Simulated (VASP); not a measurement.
Here is a VASP 6.6.1 calculation.

File INCAR:

```
SYSTEM = MnS
  PREC = Accurate
  ENCUT = 600
  EDIFF = 1E-6
  ISMEAR = 0
  SIGMA = 0.1
  LREAL = .False.
  LASPH = .True.
  NELM = 150
  ALGO = Normal
  ISIF = 3
  LWAVE = .False.
  LCHARG = .False.
  ISPIN = 2
  MAGMOM = 4.29 0
  LORBIT = 11
  LMAXMIX = 4
  GGA = PS
  IBRION = 2
  NSW = 70
  EDIFFG = -0.008
  PSTRESS = 10.0
```

Contents of KPOINTS:

```
Automatic mesh
0
Gamma
  14 14 14
  0 0 0
```

The input POSCAR:

```
MnS
1.0
    0.0000000000      2.7228117952      2.7228117952
    2.7228117952      0.0000000000      2.7228117952
    2.7228117952      2.7228117952      0.0000000000
Mn S
1 1
Direct
    0.0000000000      0.0000000000      0.0000000000
    0.7500000000      0.7500000000      0.7500000000
```

Potentials or basis: VASP PAW PBE potentials, release 64 (Mn_pv, S).

Run with:

```console
$ cat potpaw_PBE.64/Mn_pv/POTCAR potpaw_PBE.64/S/POTCAR > POTCAR
$ mpirun -np 1 vasp_std > vasp.out
```

Question: Estimate the site moments.

Answer: Mn +3.98; S +0.04 μB.

Question: Predict the relaxed volume.

Answer: 19.69 Å³/atom.

Question: What does it give for the net moment?

Answer: 4.43 μB per cell.

Step by step:
```csv
step,energy change (eV),largest force (eV/Å),pressure (GPa),volume (Å³)
1,0.0000,0.0000,0.39,40.37
2,0.0014,0.0000,0.61,39.93
3,0.0059,0.0000,1.18,39.14
4,0.0042,0.0000,1.04,39.39
```

Caveat: the cell is relaxed towards a set pressure, so the run minimises the enthalpy, not the energy; the PAW data sets were made with another functional, which shifts forces and pressure a little; a cell with one magnetic atom can't hold antiferromagnetic order, which such compounds often take.
